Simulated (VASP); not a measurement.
Set up this calculation in VASP 6.6.1, as the native input.

```yaml
Task: single point
Functional: LDA
Potentials_or_basis: VASP PAW LDA potentials, release 64 (Au)
Cutoff: 500 eV
k_mesh: 9 × 6 × 23
Occupations: gaussian, width 0.1 eV
Spin: no spin polarisation
Dipole_correction: no
Further_INCAR_settings: ALGO = Normal; EDIFF = 1e-06; NBANDS = 18; ISYM = 0
```

The structure of Au lies in POSCAR:

```
Au
1.0
    3.9621853135     -0.0000016974      0.0054924044
   -0.0000024005      5.6033805203      0.0034633440
   -1.9790569709      1.4017539181      1.4829721648
Au
2
Direct
    0.0000000000      0.5000000000      0.0000000000
    0.0000000000      0.0000000000      0.0000000000
```

One way to write it, as run:

INCAR

```
SYSTEM = Au
PREC = Accurate
ENCUT = 500
EDIFF = 1E-6
ISMEAR = 0
SIGMA = 0.1
LREAL = .False.
LASPH = .True.
NELM = 120
ALGO = Normal
ISIF = 2
LWAVE = .False.
LCHARG = .True.
GGA = CA
LELF = .True.
LVHAR = .True.
NBANDS = 18
ISYM = 0
GGA_COMPAT = .False.
```

KPOINTS

```
regular mesh
0
Gamma
  9 6 23
  0 0 0
```

Potentials or basis: VASP PAW LDA potentials, release 64 (Au).

Run with:

```bash
$ cat potpaw_LDA.64/Au/POTCAR > POTCAR
$ mpirun -np 1 vasp_std > vasp.out
```

It gave:

```json
{
  "Pressure": "2.0 GPa",
  "Band gap on the k mesh": "zero (band 11 reaches 14.33 eV, above the bottom of band 12 at 7.21 eV)"
}
```

Caveat: spin-orbit coupling is left out, which moves the levels of the heavy elements.

Wall time 5.1 min on 1 thread of Intel Xeon 6975P-C, on a shared host, peak memory 0.39 GiB.
